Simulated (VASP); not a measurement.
Set up this calculation in VASP 6.6.1, as the native input.

* Task: single point
* Functional: r2SCAN
* Potentials or basis: VASP PAW PBE potentials, release 64 (Si, C)
* Cutoff: 520 eV
* k mesh: 10 × 10 × 10
* Occupations: gaussian, width 0.02 eV
* Spin: no spin polarisation
* Dipole correction: no
* Further INCAR settings: ALGO = Normal; EDIFF = 1e-07; NBANDS = 11

The system is SiC.

```xyz
2
Lattice="0.0000 2.1337 2.1337 2.1337 0.0000 2.1337 2.1337 2.1337 0.0000" Properties=species:S:1:pos:R:3 pbc="T T T"
Si    0.0000    0.0000    0.0000
C     1.0669    1.0669    1.0669
```

This cell differs from its parent crystal: volume scaled by 0.94.

One way to write it, as run:

POSCAR

```
SiC
1.0
    0.0000000000      2.1337122441      2.1337122441
    2.1337122441      0.0000000000      2.1337122441
    2.1337122441      2.1337122441      0.0000000000
Si C
1 1
Direct
    0.0000000000      0.0000000000      0.0000000000
    0.2500000000      0.2500000000      0.2500000000
```

INCAR.step1

```
PREC = Accurate ; ENCUT = 520
ISMEAR = 0 ; SIGMA = 0.02
LREAL = F ; LASPH = T
NELM = 60 ; NBANDS = 11
GGA = PE ; ALGO = Normal
EDIFF = 1E-4 ; LWAVE = T
LCHARG = F
```

INCAR.step2

```
PREC = Accurate ; ENCUT = 520
EDIFF = 1E-7 ; ISMEAR = 0
SIGMA = 0.02 ; LREAL = F
LASPH = T ; NELM = 60
ALGO = Normal ; ISIF = 2
LWAVE = F ; LCHARG = F
METAGGA = R2SCAN ; LMIXTAU = T
NBANDS = 11 ; ISTART = 1
```

KPOINTS

```
Automatic mesh
0
Gamma
  10 10 10
```

Potentials or basis: VASP PAW PBE potentials, release 64 (Si, C).

Command:

```console
$ cat potpaw_PBE.64/Si/POTCAR potpaw_PBE.64/C/POTCAR > POTCAR
$ cp INCAR.step1 INCAR
$ mpirun -np 1 vasp_std > vasp.out
$ cp INCAR.step2 INCAR
$ mpirun -np 1 vasp_std > vasp.out
```

It gave:

```json
{"Pressure": "15.6 GPa", "Band gap on the k mesh": "1.68 eV, indirect (least direct gap 5.14 eV)"}
```

Caveat: the PAW data sets were made with another functional, which shifts forces and pressure a little.

Wall time 24 s on 1 thread of Intel(R) Xeon(R) 6975P-C (Granite Rapids), with other jobs on the host, peak memory 0.13 GiB.
